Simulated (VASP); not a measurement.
## SnO2: single point with LDA

SnO2:

```xyz
6
Lattice="4.6652 0.0000 0.0000 0.0000 4.7417 0.0000 0.0000 0.0000 3.1578" Properties=species:S:1:pos:R:3 pbc="T T T"
Sn    2.3326    2.3709    1.5789
Sn    0.0000    0.0000    0.0000
O     1.3616    1.5223    0.0000
O     3.6941    0.8486    1.5789
O     0.9710    3.8932    1.5789
O     3.3036    3.2194    0.0000
```

```json
{"Program": "VASP 6.6.1", "Task": "single point", "Functional": "LDA", "Potentials or basis": "VASP PAW LDA potentials, release 64 (Sn_d, O)", "Cutoff": "520 eV", "k mesh": "4 × 4 × 6", "Occupations": "gaussian, width 0.01 eV", "Spin": "no spin polarisation"}
```

```json
{
 "Pressure": "5.1 GPa",
 "Largest force": "0.192 eV/Å",
 "Band gap on the k mesh": "1.51 eV"
}
```

Forces on the atoms (eV/Å):
```
Sn   0.000  0.000  0.000
Sn   0.000  0.000  0.000
O   -0.113 -0.155  0.000
O   -0.113  0.155  0.000
O    0.113 -0.155  0.000
O    0.113  0.155  0.000
```

Stress tensor (GPa, compression positive):
```
4.21 0.00 0.00
0.00 3.83 0.00
0.00 0.00 7.34
```

Levels at points of the mesh, in eV from the valence-band top:
```tsv
k point	band 23	band 24	band 25	band 26	band 27	band 28	band 29	band 30
(0.00, 0.00, 0.00)	-1.15	-0.74	-0.73	0.00	1.51	6.21	6.23	6.40
(0.50, 0.00, 0.00)	-1.14	-1.14	-0.53	-0.53	4.52	4.52	6.79	6.79
(0.00, 0.50, 0.00)	-1.13	-1.13	-0.64	-0.64	4.68	4.68	7.30	7.30
(0.50, 0.50, 0.00)	-1.26	-1.26	-0.84	-0.84	5.02	5.02	7.51	7.51
(0.00, 0.00, 0.50)	-1.71	-1.71	-1.20	-1.20	6.35	6.35	9.71	9.71
(0.50, 0.00, 0.50)	-0.99	-0.99	-0.70	-0.70	6.68	6.68	8.18	8.18
(0.00, 0.50, 0.50)	-1.23	-1.23	-0.59	-0.59	6.57	6.57	7.96	7.96
(0.50, 0.50, 0.50)	-0.96	-0.96	-0.79	-0.79	5.00	5.00	8.78	8.78
```

Run time: 110 s on 1 thread of Intel Xeon 8259CL (shared host), peak memory 0.2 GiB.

Caveat: the cell stands under pressure; spin-orbit coupling is left out, which moves the levels of the heavy elements.
